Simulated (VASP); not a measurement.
# Si2W (I4/mmm) in VASP: single point with PBE

Aim: the single point of Si2W with PBE.

Program: VASP 6.6.1. These are calculated values, not measurements. Logs are shortened: lines on timing, memory, paths and dates and some standing lists are left out, and cuts for length are marked.

**1. The cell of the first run**

It takes space group I4/mmm (No. 139, tetragonal). The conventional cell has a = 3.713 Å, b = 3.713 Å, c = 7.867 Å, α = 90.00°, β = 90.00°, γ = 90.00°. Si (site symmetry 4mm) has 5 Si at 2.60 to 2.94 Å and 5 W at 2.63 to 2.93 Å within 3.4 Å. Within 3.5 Å of W (site symmetry 4/mmm) lie 10 Si at 2.63 to 2.93 Å.

**2. Single point, PBE (strain +0.1500 x Voigt [1, 1, 0, 0, 0, 0])**

File INCAR:

```
SYSTEM = Si2W
PREC = Accurate
ENCUT = 520
EDIFF = 1E-6
ISMEAR = 0
SIGMA = 0.15
LREAL = .False.
LASPH = .True.
NELM = 80
ALGO = Normal
ISIF = 2
LWAVE = .False.
LCHARG = .True.
GGA = PE
LELF = .True.
LVHAR = .True.
NBANDS = 18
```

File KPOINTS:

```
Automatic mesh
0
Gamma
  20 20 20
  0 0 0
```

File POSCAR:

```
Si2W
1.0
   -1.8566723053      1.8566723053      3.9334139095
    1.8566723053     -1.8566723053      3.9334139095
    1.8566723053      1.8566723053     -3.9334139095
Si W
2 1
Direct
    0.3345744059      0.3345744059      0.0000000000
    0.6654255941      0.6654255941      0.0000000000
    0.0000000000      0.0000000000      0.0000000000
```

Potentials or basis: VASP PAW PBE potentials, release 64 (Si, W_sv).

Command:

```
cat potpaw_PBE.64/Si/POTCAR potpaw_PBE.64/W_sv/POTCAR > POTCAR
mpirun -np 1 vasp_std > vasp.out
```

OUTCAR:

```text
SYSTEM = Si2W
   PREC = Accurate
   ENCUT = 520
   EDIFF = 1E-6
   ISMEAR = 0
   LREAL = .False.
   LASPH = .True.
   NELM = 80
   ISIF = 2
   GGA = PE

 ion  position               nearest neighbor table
   1  0.335  0.335  0.000-   2 2.60   3 2.63   3 2.93   3 2.93   3 2.93   3 2.93   2 2.94   2 2.94
                             2 2.94   2 2.94
   2  0.665  0.665  0.000-   1 2.60   3 2.63   3 2.93   3 2.93   3 2.93   3 2.93   1 2.94   1 2.94
                             1 2.94   1 2.94
   3  0.000  0.000  0.000-   1 2.63   2 2.63   2 2.93   1 2.93   2 2.93   2 2.93   2 2.93   1 2.93
                             1 2.93   1 2.93

  LATTYP: Found a body centered tetragonal cell.
 ALAT       =     3.7133446106
 C/A-ratio  =     2.1185288854

  Lattice vectors:

 A1 = (  -1.8566723053,   1.8566723053,   3.9334139095)
 A2 = (   1.8566723053,  -1.8566723053,   3.9334139095)
 A3 = (   1.8566723053,   1.8566723053,  -3.9334139095)

Analysis of symmetry for initial positions (statically):
=====================================================================
 Subroutine PRICEL returns:
 Original cell was already a primitive cell.

 Routine SETGRP: Setting up the symmetry group for a
 body centered tetragonal supercell.

 Subroutine GETGRP returns: Found 16 space group operations
 (whereof 16 operations were pure point group operations)
 out of a pool of 16 trial point group operations.

The static configuration has the point symmetry D_4h.

Analysis of symmetry for dynamics (positions and initial velocities):
=====================================================================
 Subroutine PRICEL returns:
 Original cell was already a primitive cell.

 Routine SETGRP: Setting up the symmetry group for a
 body centered tetragonal supercell.

 Subroutine GETGRP returns: Found 16 space group operations
 (whereof 16 operations were pure point group operations)
 out of a pool of 16 trial point group operations.

The dynamic configuration has the point symmetry D_4h.

 Subroutine INISYM returns: Found 16 space group operations
 (whereof 16 operations are pure point group operations),
 and found     1 'primitive' translations

----------------------------------------------------------------------------------------

                                     Primitive cell

  volume of cell :      54.2376

  direct lattice vectors                    reciprocal lattice vectors
    -1.856672305  1.856672305  3.933413910     0.000000000  0.269299003  0.127116040
     1.856672305 -1.856672305  3.933413910     0.269299003  0.000000000  0.127116040
     1.856672305  1.856672305 -3.933413910     0.269299003  0.269299003  0.000000000

  length of vectors
     4.729292662  4.729292662  4.729292662     0.297792613  0.297792613  0.380846302

  position of ions in fractional coordinates (direct lattice)
     0.334574406  0.334574406  0.000000000
     0.665425594  0.665425594  0.000000000
     0.000000000  0.000000000  0.000000000

  ion indices of the primitive-cell ions
   primitive index   ion index
                 1           1
                 2           2
                 3           3

----------------------------------------------------------------------------------------

 KPOINTS: Automatic mesh

Automatic generation of k-mesh.
 Grid dimensions read from file:
 generate k-points for:   20   20   20

 Generating k-lattice:

  Cartesian coordinates                     Fractional coordinates (reciprocal lattice)
     0.000000000  0.013464950  0.006355802     0.050000000 -0.000000000  0.000000000
     0.013464950  0.000000000  0.006355802    -0.000000000  0.050000000  0.000000000
     0.013464950  0.013464950  0.000000000     0.000000000  0.000000000  0.050000000

  Length of vectors
     0.014889631  0.014889631  0.019042315

  Shift w.r.t. Gamma in fractional coordinates (k-lattice)
     0.000000000  0.000000000  0.000000000

 Subroutine IBZKPT returns following result:
 ===========================================

 Found    641 irreducible k-points:

 Following reciprocal coordinates:
            Coordinates               Weight
  0.000000  0.000000  0.000000      1.000000
  0.050000  0.000000  0.000000      8.000000
  0.100000  0.000000  0.000000      8.000000
  0.150000  0.000000 -0.000000      8.000000
  0.200000  0.000000  0.000000      8.000000
  0.250000  0.000000  0.000000      8.000000
[... 16 lines left out ...]
 -0.400000  0.050000  0.000000     16.000000
 -0.350000  0.050000  0.000000     16.000000
 [... further k-points ...]
   k-points           NKPTS =    641   k-points in BZ     NKDIM =    641   number of bands    NBANDS=     18
   number of dos      NEDOS =    301   number of ions     NIONS =      3
   total plane-waves  NPLWV =  46656
   dimension x,y,z NGX =    36 NGY =   36 NGZ =   36
   dimension x,y,z NGXF=    72 NGYF=   72 NGZF=   72
   ions per type =               2   1
   NGX,Y,Z   is equivalent  to a cutoff of  12.65, 12.65, 12.65 a.u.
   NGXF,Y,Z  is equivalent  to a cutoff of  25.31, 25.31, 25.31 a.u.
 SYSTEM =  Si2W
   PREC   = accura    normal or accurate (medium, high low for compatibility)
   ISTART =      0    job   : 0-new  1-cont  2-samecut
   ICHARG =      2    charge: 1-file 2-atom 10-const
   ISPIN  =      1    spin polarized calculation?
   LNONCOLLINEAR =      F non collinear calculations
   LSORBIT =      F    spin-orbit coupling
   LASPH  =      T    aspherical Exc in radial PAW
   ENCUT  =  520.0 eV  38.22 Ry    6.18 a.u.   8.79  8.79  8.79*2*pi/ulx,y,z
   NELM   =     80;   NELMIN=  2; NELMDL= -5     # of ELM steps
   EDIFF  = 0.1E-05   stopping-criterion for ELM
   LREAL  =      F    real-space projection
   EDIFFG = 0.1E-04   stopping-criterion for IOM
   NSW    =      0    number of steps for IOM
   IBRION =     -1    ionic relax: 0-MD 1-quasi-New 2-CG
   NFREE  =      0    steps in history (QN), initial steepest desc. (CG)
   ISIF   =      2    stress and relaxation
   ISYM   =      2    0-nonsym 1-usesym 2-fastsym
   POTIM  = 0.5000    time-step for ionic-motion
   TEBEG  =    0.0;   TEEND  =   0.0 temperature during run
   PSTRESS=    0.0 pullay stress
   NELECT =      22.0000    total number of electrons
   NUPDOWN=      -1.0000    fix difference up-down
   EMIN   =  10.00;   EMAX   =-10.00  energy-range for DOS
   EFERMI =   0.00;   METHOD = LEGACY
   ISMEAR =     0;   SIGMA  =   0.15  broadening in eV -4-tet -1-fermi 0-gaus
   EFERMI_NEDOS =   21; number of points for ismear=-14 and -15
   IALGO  =     38    algorithm
   IMIX   =      4    mixing-type and parameters
     AMIX     =   0.40;   BMIX     =  1.00
     AMIX_MAG =   1.60;   BMIX_MAG =  1.00
  volume/ion in A,a.u.               =      18.08       122.00
  Fermi-wavevector in a.u.,A,eV,Ry     =   1.211850  2.290065 19.981262  1.468581
  Thomas-Fermi vector in A             =   2.347353
   LORBIT       =      0    0 simple, 1 ext, 2 COOP (PROOUT), +10 PAW based schemes
   GGA     = PE    functional components
   LHFCALC =     F    Hartree Fock is set to
   AEXX    =    0.0000 exact exchange contribution
   IVDW    =     0    specifies the selected vdW correction
   LEPSILON=     F    determine dielectric tensor
   LRPA    =     F    only Hartree local field effects (RPA)
 non-spin polarized calculation
 Gauss-broadening in eV      SIGMA  =   0.15
  energy-cutoff  :      520.00
  volume of cell :       54.24
 maximum number of plane-waves:      1480
   NGX = 17   NGY = 17   NGZ = 17

 number of electron      22.0000000 magnetization

 Free energy of the ion-electron system (eV)
  ---------------------------------------------------
  ext. energy  EPLUGINS =         0.00000000
  ---------------------------------------------------
  free energy    TOTEN  =       -22.77816652 eV

  energy without entropy =      -22.76976583  energy(sigma->0) =      -22.77396617

 E-fermi :   7.9508     XC(G=0): -11.1509

 val. band max:        7.9501879813   @ k =  -0.4000   0.4000   0.4000
 cond. band min:       7.9565857225   @ k =  -0.4500  -0.4500   0.4000
 fundamental gap:      0.0063977412
 Fermi energy:         7.9508389655

 k-point     1 :       0.0000    0.0000    0.0000
  band No.  band energies     occupation
      1     -66.3071      2.00000
      2     -30.5105      2.00000
      3     -30.5105      2.00000
      4     -30.2852      2.00000
      5      -3.6742      2.00000
      6       3.2463      2.00000
[... 10 lines left out ...]
     17      12.5293      0.00000
     18      12.5293      0.00000

 k-point     2 :       0.0500    0.0000    0.0000
  band No.  band energies     occupation
      1     -66.3071      2.00000
      2     -30.5114      2.00000
      3     -30.5104      2.00000
      4     -30.2852      2.00000
      5      -3.6399      2.00000
      6       3.2150      2.00000
[... 10 lines left out ...]
     17      12.5145      0.00000
     18      12.6985      0.00000

 k-point     3 :       0.1000    0.0000    0.0000
  band No.  band energies     occupation
      1     -66.3070      2.00000
      2     -30.5140      2.00000
      3     -30.5102      2.00000
      4     -30.2852      2.00000
      5      -3.5374      2.00000
      6       3.1091      2.00000
[... 10 lines left out ...]
     17      12.4740      0.00000
     18      13.0688      0.00000

 k-point     4 :       0.1500    0.0000   -0.0000
  band No.  band energies     occupation
      1     -66.3070      2.00000
      2     -30.5180      2.00000
      3     -30.5099      2.00000
      4     -30.2851      2.00000
      5      -3.3678      2.00000
      6       2.9008      2.00000
[... 375 lines left out ...]
      4     -30.2846      2.00000
      5      -1.2390      2.00000
      6       0.2264      2.00000
[... 10 lines left out ...]
     17      13.4628      0.00000
     18      14.2330      0.00000

 k-point    23 :      -0.4000    0.0500    0.0000
  band No.  band energies     occupation
      1     -66.3065      2.00000
      2     -30.5433      2.00000
      3     -30.5088      2.00000
      4     -30.2846      2.00000
      5      -1.6978      2.00000
      6       0.7621      2.00000
[... 10 lines left out ...]
     17      13.5396      0.00000
     18      14.4362      0.00000

 k-point    24 :      -0.3500    0.0500    0.0000
  band No.  band energies     occupation
      1     -66.3065      2.00000
      2     -30.5392      2.00000
      3     -30.5091      2.00000
      4     -30.2846      2.00000
      5      -2.1346      2.00000
      6       1.3134      2.00000
[... 10 lines left out ...]
     17      13.5317      0.00000
     18      14.4332      0.00000

 [... further k-points ...]
[... 5 lines left out ...]
  --------------------------------------------------------------------------------------
  -------------------------------------------------------------------------------------
  Total      -12.3241073    -12.3241073     -4.3720343      0.0000000      0.0000000     -0.0000000
  in kB     -364.0540713   -364.0540713   -129.1498740      0.0000000      0.0000000     -0.0000000
  external PRESSURE =    -285.7526722 kB  Pullay stress =       0.0000000 kB

 VOLUME and BASIS-vectors are now :
 -----------------------------------------------------------------------------
  energy-cutoff  :      520.00
  volume of cell :       54.24
      direct lattice vectors                 reciprocal lattice vectors
    -1.856672305  1.856672305  3.933413910     0.000000000  0.269299003  0.127116040
     1.856672305 -1.856672305  3.933413910     0.269299003  0.000000000  0.127116040
     1.856672305  1.856672305 -3.933413910     0.269299003  0.269299003  0.000000000

 POSITION                                       TOTAL-FORCE (eV/Angst)
 -----------------------------------------------------------------------------------
      0.00000      0.00000      2.63204        -0.000000     -0.000000      0.292529
      0.00000      0.00000      5.23479        -0.000000     -0.000000     -0.292529
      0.00000      0.00000      0.00000         0.000000      0.000000     -0.000000
 -----------------------------------------------------------------------------------
    total drift:                                0.000000     -0.000000      0.000000

  FREE ENERGIE OF THE ION-ELECTRON SYSTEM (eV)
  ---------------------------------------------------
  free  energy   TOTEN  =       -22.7781665153 eV

  energy  without entropy=      -22.7697658307  energy(sigma->0) =      -22.77396617
```

It took 8.6 min on 1 thread of Intel Xeon Platinum 8259CL at 2.50GHz (Skylake/Cascade Lake), shared host; peak memory 0.67 GiB.

Results:

```
Free energy            : -22.7782 eV
Pressure               : -28.6 GPa
Largest force          : 0.293 eV/Å
Band gap on the k mesh : zero (band 11 reaches 8.18 eV, above the bottom of band 12 at 7.86 eV)
```

Forces in eV/Å, atoms in the order of the input:
```
Si   0.000  0.000  0.293
Si   0.000  0.000 -0.293
W    0.000  0.000  0.000
```

Caveat: the cell differs from its parent crystal (strain +0.1500 x Voigt [1, 1, 0, 0, 0, 0]); spin-orbit coupling is left out, which moves the levels of the heavy elements.
